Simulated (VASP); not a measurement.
# KF (Fm-3m) in VASP: a series of runs, part 2 of 2

VASP 6.6.1. The steps go on from the part before.

### 3 Single point, RPBE

This run uses another cell than the first one, of 19.11 Å³/atom, 1.029 times its volume.

INCAR reads:

```
PREC = Accurate
ENCUT = 520
EDIFF = 1E-6
ISMEAR = 0
SIGMA = 0.05
LREAL = F
LASPH = T
NELM = 100
ALGO = Normal
ISIF = 2
LWAVE = F
LCHARG = T
GGA = RP
LELF = T
LVHAR = T
NBANDS = 15
```

KPOINTS reads:

```
Automatic mesh
0
Gamma
  8 8 8
```

POSCAR reads:

```
KF
1.0
    0.0000000000      2.6734993184      2.6734993184
    2.6734993184      0.0000000000      2.6734993184
    2.6734993184      2.6734993184      0.0000000000
K F
1 1
Direct
    0.0000000000      0.0000000000      0.0000000000
    0.5000000000      0.5000000000      0.5000000000
```

Potentials or basis: VASP PAW PBE potentials, release 64 (K_sv, F).

Launch:

```bash
$ cat potpaw_PBE.64/K_sv/POTCAR potpaw_PBE.64/F/POTCAR > POTCAR
$ mpirun -np 1 vasp_std > vasp.out
```

OUTCAR:

```text
PREC = Accurate
   ENCUT = 520
   EDIFF = 1E-6
   ISMEAR = 0
   LREAL = F
   LASPH = T
   NELM = 100
   ISIF = 2
   GGA = RP

 ion  position               nearest neighbor table
   1  0.000  0.000  0.000-   2 2.67   2 2.67   2 2.67   2 2.67   2 2.67   2 2.67
   2  0.500  0.500  0.500-   1 2.67   1 2.67   1 2.67   1 2.67   1 2.67   1 2.67

  LATTYP: Found a face centered cubic cell.
 ALAT       =     5.3469986368

  Lattice vectors:

 A1 = (   0.0000000000,   2.6734993184,   2.6734993184)
 A2 = (   2.6734993184,   0.0000000000,   2.6734993184)
 A3 = (   2.6734993184,   2.6734993184,   0.0000000000)

Analysis of symmetry for initial positions (statically):
=====================================================================
 Subroutine PRICEL returns:
 Original cell was already a primitive cell.

 Routine SETGRP: Setting up the symmetry group for a
 face centered cubic supercell.

 Subroutine GETGRP returns: Found 48 space group operations
 (whereof 48 operations were pure point group operations)
 out of a pool of 48 trial point group operations.

The static configuration has the point symmetry O_h .

Analysis of symmetry for dynamics (positions and initial velocities):
=====================================================================
 Subroutine PRICEL returns:
 Original cell was already a primitive cell.

 Routine SETGRP: Setting up the symmetry group for a
 face centered cubic supercell.

 Subroutine GETGRP returns: Found 48 space group operations
 (whereof 48 operations were pure point group operations)
 out of a pool of 48 trial point group operations.

The dynamic configuration has the point symmetry O_h .

 Subroutine INISYM returns: Found 48 space group operations
 (whereof 48 operations are pure point group operations),
 and found     1 'primitive' translations

----------------------------------------------------------------------------------------

                                     Primitive cell

  volume of cell :      38.2182

  direct lattice vectors                    reciprocal lattice vectors
     0.000000000  2.673499318  2.673499318    -0.187020807  0.187020807  0.187020807
     2.673499318  0.000000000  2.673499318     0.187020807 -0.187020807  0.187020807
     2.673499318  2.673499318  0.000000000     0.187020807  0.187020807 -0.187020807

  length of vectors
     3.780898995  3.780898995  3.780898995     0.323929540  0.323929540  0.323929540

  position of ions in fractional coordinates (direct lattice)
     0.000000000  0.000000000  0.000000000
     0.500000000  0.500000000  0.500000000

  ion indices of the primitive-cell ions
   primitive index   ion index
                 1           1
                 2           2

----------------------------------------------------------------------------------------

 KPOINTS: Automatic mesh

Automatic generation of k-mesh.
 Grid dimensions read from file:
 generate k-points for:    8    8    8

 Generating k-lattice:

  Cartesian coordinates                     Fractional coordinates (reciprocal lattice)
    -0.023377601  0.023377601  0.023377601     0.125000000  0.000000000  0.000000000
     0.023377601 -0.023377601  0.023377601     0.000000000  0.125000000  0.000000000
     0.023377601  0.023377601 -0.023377601     0.000000000  0.000000000  0.125000000
[... 40 lines left out ...]
   number of dos      NEDOS =    301   number of ions     NIONS =      2
   total plane-waves  NPLWV =  21952
   dimension x,y,z NGX =    28 NGY =   28 NGZ =   28
   dimension x,y,z NGXF=    56 NGYF=   56 NGZF=   56
   ions per type =               1   1
   NGX,Y,Z   is equivalent  to a cutoff of  12.31, 12.31, 12.31 a.u.
   NGXF,Y,Z  is equivalent  to a cutoff of  24.62, 24.62, 24.62 a.u.
 SYSTEM =  unknown system
   PREC   = accura    normal or accurate (medium, high low for compatibility)
   ISTART =      0    job   : 0-new  1-cont  2-samecut
   ICHARG =      2    charge: 1-file 2-atom 10-const
   ISPIN  =      1    spin polarized calculation?
   LNONCOLLINEAR =      F non collinear calculations
   LSORBIT =      F    spin-orbit coupling
   LASPH  =      T    aspherical Exc in radial PAW
   ENCUT  =  520.0 eV  38.22 Ry    6.18 a.u.   7.03  7.03  7.03*2*pi/ulx,y,z
   NELM   =    100;   NELMIN=  2; NELMDL= -5     # of ELM steps
   EDIFF  = 0.1E-05   stopping-criterion for ELM
   LREAL  =      F    real-space projection
   EDIFFG = 0.1E-04   stopping-criterion for IOM
   NSW    =      0    number of steps for IOM
   IBRION =     -1    ionic relax: 0-MD 1-quasi-New 2-CG
   NFREE  =      0    steps in history (QN), initial steepest desc. (CG)
   ISIF   =      2    stress and relaxation
   ISYM   =      2    0-nonsym 1-usesym 2-fastsym
   POTIM  = 0.5000    time-step for ionic-motion
   TEBEG  =    0.0;   TEEND  =   0.0 temperature during run
   PSTRESS=    0.0 pullay stress
   NELECT =      16.0000    total number of electrons
   NUPDOWN=      -1.0000    fix difference up-down
   EMIN   =  10.00;   EMAX   =-10.00  energy-range for DOS
   EFERMI =   0.00;   METHOD = LEGACY
   ISMEAR =     0;   SIGMA  =   0.05  broadening in eV -4-tet -1-fermi 0-gaus
   EFERMI_NEDOS =   21; number of points for ismear=-14 and -15
   IALGO  =     38    algorithm
   IMIX   =      4    mixing-type and parameters
     AMIX     =   0.40;   BMIX     =  1.00
     AMIX_MAG =   1.60;   BMIX_MAG =  1.00
  volume/ion in A,a.u.               =      19.11       128.95
  Fermi-wavevector in a.u.,A,eV,Ry     =   1.224686  2.314321 20.406777  1.499856
  Thomas-Fermi vector in A             =   2.359751
   LORBIT       =      0    0 simple, 1 ext, 2 COOP (PROOUT), +10 PAW based schemes
   GGA     = RP    functional components
   LHFCALC =     F    Hartree Fock is set to
   AEXX    =    0.0000 exact exchange contribution
   IVDW    =     0    specifies the selected vdW correction
   LEPSILON=     F    determine dielectric tensor
   LRPA    =     F    only Hartree local field effects (RPA)
 non-spin polarized calculation
 Gauss-broadening in eV      SIGMA  =   0.05
  energy-cutoff  :      520.00
  volume of cell :       38.22
 maximum number of plane-waves:      1056
   NGX = 13   NGY = 13   NGZ = 13

 number of electron      16.0000001 magnetization

 Free energy of the ion-electron system (eV)
  ---------------------------------------------------
  ext. energy  EPLUGINS =         0.00000000
  ---------------------------------------------------
  free energy    TOTEN  =        -7.85740055 eV

  energy without entropy =       -7.85740055  energy(sigma->0) =       -7.85740055

 E-fermi :  -2.3103     XC(G=0):  -7.9546

 val. band max:       -2.5802408201   @ k =   0.0000   0.0000   0.0000
 cond. band min:       3.9127615113   @ k =   0.0000   0.0000   0.0000
 fundamental gap:      6.4930023314
 Fermi energy:        -2.3102752781

 k-point     1 :       0.0000    0.0000    0.0000
  band No.  band energies     occupation
      1     -28.9057      2.00000
      2     -21.3582      2.00000
      3     -12.1199      2.00000
      4     -12.1199      2.00000
      5     -12.1199      2.00000
      6      -2.5803      2.00000
      7      -2.5802      2.00000
      8      -2.5802      2.00000
      9       3.9128      0.00000
     10       8.2013      0.00000
     11       8.2013      0.00000
     12       8.2013      0.00000
     13       9.8033      0.00000
     14       9.8033      0.00000
[... 401 lines left out ...]
      2     -21.4208      2.00000
      3     -12.4208      2.00000
      4     -12.3230      2.00000
      5     -12.1887      2.00000
      6      -3.1234      2.00000
      7      -2.8502      2.00000
      8      -2.8276      2.00000
      9       7.0454      0.00000
     10       7.7605      0.00000
     11       9.1775      0.00000
     12      10.1694      0.00000
     13      11.3751      0.00000
     14      12.4909      0.00000
     15      12.8274      0.00000

 [... further k-points ...]

------------------------ aborting loop because EDIFF is reached ----------------------------------------

  FORCE on cell =-STRESS in cart. coord.  units (eV):
  Direction    XX          YY          ZZ          XY          YZ          ZX
  --------------------------------------------------------------------------------------
  -------------------------------------------------------------------------------------
  Total        0.9625649      0.9625649      0.9625649     -0.0000000     -0.0000000      0.0000000
  in kB       40.3524938     40.3524938     40.3524938     -0.0000000     -0.0000000      0.0000000
  external PRESSURE =      40.3524938 kB  Pullay stress =       0.0000000 kB

 VOLUME and BASIS-vectors are now :
 -----------------------------------------------------------------------------
  energy-cutoff  :      520.00
  volume of cell :       38.22
      direct lattice vectors                 reciprocal lattice vectors
     0.000000000  2.673499318  2.673499318    -0.187020807  0.187020807  0.187020807
     2.673499318  0.000000000  2.673499318     0.187020807 -0.187020807  0.187020807
     2.673499318  2.673499318  0.000000000     0.187020807  0.187020807 -0.187020807

 POSITION                                       TOTAL-FORCE (eV/Angst)
 -----------------------------------------------------------------------------------
      0.00000      0.00000      0.00000        -0.000000      0.000000      0.000000
      2.67350      2.67350      2.67350         0.000000     -0.000000     -0.000000
 -----------------------------------------------------------------------------------
    total drift:                                0.000000      0.000000      0.000000

  FREE ENERGIE OF THE ION-ELECTRON SYSTEM (eV)
  ---------------------------------------------------
  free  energy   TOTEN  =        -7.8574005493 eV

  energy  without entropy=       -7.8574005493  energy(sigma->0) =       -7.85740055
```

stdout:

```text
POSCAR found type information on POSCAR K F
 POSCAR found :  2 types and       2 ions
 scaLAPACK will be used
 -----------------------------------------------------------------------------
|                                                                             |
|                                                                             |
|     You enforced a specific xc type in the INCAR file but a different       |
|     I HOPE YOU KNOW WHAT YOU ARE DOING!                                     |
|                                                                             |
 -----------------------------------------------------------------------------

 LDA part: xc-table for (Slater+PW92), standard interpolation
 POSCAR, INCAR and KPOINTS ok, starting setup
 FFT: planning ... GRIDC
 FFT: planning ... GRID_SOFT
 FFT: planning ... GRID
 WAVECAR not read
 entering main loop
```

It took 25 s on 1 thread of AMD EPYC 7R13 (Zen 3), shared host; peak memory 0.13 GiB.

What came out:

```
Free energy            : -7.8574 eV
Pressure               : 4.0 GPa
Band gap on the k mesh : 6.49 eV, direct
```

Levels at points of the mesh, in eV from the valence-band top:
```tsv
k point	band 5	band 6	band 7	band 8	band 9	band 10	band 11	band 12
(0.00, 0.00, 0.00)	-9.54	0.00	0.00	0.00	6.49	10.78	10.78	10.78
(0.50, 0.00, 0.00)	-9.57	-0.75	-0.34	-0.34	9.30	10.93	12.12	12.12
(0.50, 0.50, 0.00)	-9.74	-0.21	-0.06	-0.06	8.43	10.44	12.15	13.58
```

Caveat: the PAW data sets were made with another functional, which shifts forces and pressure a little.

### 4 Single point, PBE+D4

This run uses another cell than the first one, of 19.11 Å³/atom, 1.029 times its volume.

INCAR reads:

```
ALGO     = Normal         # electronic algorithm
EDIFF    = 1E-7           # SCF threshold, eV
ENCUT    = 520            # plane-wave cutoff, eV
GGA      = PE             # functional
ISIF     = 2              # what is computed and relaxed
ISMEAR   = 0              # smearing method
IVDW     = 13             # dispersion correction
LASPH    = T              # aspherical terms in the spheres
LCHARG   = F              # write CHGCAR
LREAL    = F              # projectors in reciprocal space
LWAVE    = F              # write WAVECAR
NBANDS   = 15             # bands
NELM     = 60             # most SCF steps
PREC     = Accurate       # precision mode
SIGMA    = 0.05           # smearing width, eV
```

KPOINTS reads:

```
k-points
0
Gamma
  8 8 8
```

POSCAR is that of step 3.

Launch:

```bash
$ cat potpaw_PBE.64/K_sv/POTCAR potpaw_PBE.64/F/POTCAR > POTCAR
$ mpirun -np 1 vasp_std > vasp.out
```

Wall time 20 s (1 thread of AMD EPYC 7R13 (Zen 3), shared host); peak memory 0.13 GiB.

The run converged. Its results:

```
Free energy                : -8.4325 eV
Pressure                   : 0.7 GPa
Band gap on the k mesh     : 6.16 eV, direct
Dispersion energy per atom : -0.071 eV
```

Levels at points of the mesh, in eV from the valence-band top:
| k point | band 6 | band 7 | band 8 | band 9 | band 10 | band 11 |
| --- | --- | --- | --- | --- | --- | --- |
| (0.00, 0.00, 0.00) | 0.00 | 0.00 | 0.00 | 6.16 | 10.67 | 10.67 |
| (0.50, 0.00, 0.00) | -0.79 | -0.34 | -0.34 | 9.06 | 10.59 | 12.06 |
| (0.50, 0.50, 0.00) | -0.21 | -0.06 | -0.06 | 8.20 | 10.29 | 11.80 |

A k mesh can miss the band edges. PBE gaps usually lie below the measured ones, often by a third to a half.

### 5 Single point, PBE+D4

INCAR reads:

```
SYSTEM = KF
PREC     = Accurate       ! precision mode
ENCUT    = 520            ! plane-wave cutoff, eV
EDIFF    = 1E-6           ! SCF threshold, eV
ISMEAR   = 0              ! smearing method
SIGMA    = 0.05           ! smearing width, eV
LREAL    = .FALSE.        ! projectors in reciprocal space
LASPH    = .TRUE.         ! aspherical terms in the spheres
NELM     = 80             ! most SCF steps
ALGO     = Normal         ! electronic algorithm
ISIF     = 2              ! what is computed and relaxed
LWAVE    = .FALSE.        ! write WAVECAR
LCHARG   = .FALSE.        ! write CHGCAR
GGA      = PE             ! functional
IVDW     = 13             ! dispersion correction
NBANDS   = 15             ! bands
```

KPOINTS reads:

```
Automatic mesh
0
G
  8 8 8
  0 0 0
```

POSCAR reads:

```
KF
1.0
    0.0000000000      2.6749290724      2.6749290724
    2.6749290724      0.0000000000      2.6749290724
    2.6749290724      2.6749290724      0.0000000000
K F
1 1
Direct
    0.0000000000      0.0000000000      0.0000000000
    0.5000000000      0.5000000000      0.5000000000
```

Launch:

```bash
$ cat potpaw_PBE.64/K_sv/POTCAR potpaw_PBE.64/F/POTCAR > POTCAR
$ mpirun -np 1 vasp_std > vasp.out
```

Run time: 22 s. Hardware: 1 thread of AMD EPYC 7R13 (Zen 3), shared host; peak memory 0.13 GiB.

It converged, with:

| Item | Value |
| --- | --- |
| Free energy | -8.4329 eV |
| Pressure | 0.7 GPa |
| Band gap on the k mesh | 6.15 eV, direct |
| Dispersion energy per atom | -0.071 eV |

Levels at points of the mesh, in eV from the valence-band top:
```
           k point  band 6  band 7  band 8  band 9  band 10  band 11
(0.00, 0.00, 0.00)    0.00    0.00    0.00    6.15    10.67    10.67
(0.50, 0.00, 0.00)   -0.79   -0.34   -0.34    9.05    10.58    12.06
(0.50, 0.50, 0.00)   -0.21   -0.06   -0.06    8.20    10.28    11.78
```

A k mesh can miss the band edges.

### 6 The runs side by side

```tsv
level	cell	gap on the mesh (eV)	pressure (GPa)
PBEsol+D3(BJ)	a = 3.745 Å, angles 60.0°, 2 atoms	6.17	-1.2
RPBE	a = 3.781 Å, angles 60.0°, 2 atoms	6.49	4.0
PBE+D4	a = 3.781 Å, angles 60.0°, 2 atoms	6.16	0.7
PBE+D4	a = 3.783 Å, angles 60.0°, 2 atoms	6.15	0.7
```

Alike in all rows: task single point; potentials or basis VASP PAW PBE potentials, release 64 (K_sv, F); no spin polarisation; k mesh 8 × 8 × 8; cutoff (eV) 520; smearing gaussian 0.05 eV.

Caveats: the PAW data sets were made with another functional, which shifts forces and pressure a little (some runs).

Total energies depend on the potentials used, so only differences within one code and one set of settings carry meaning.
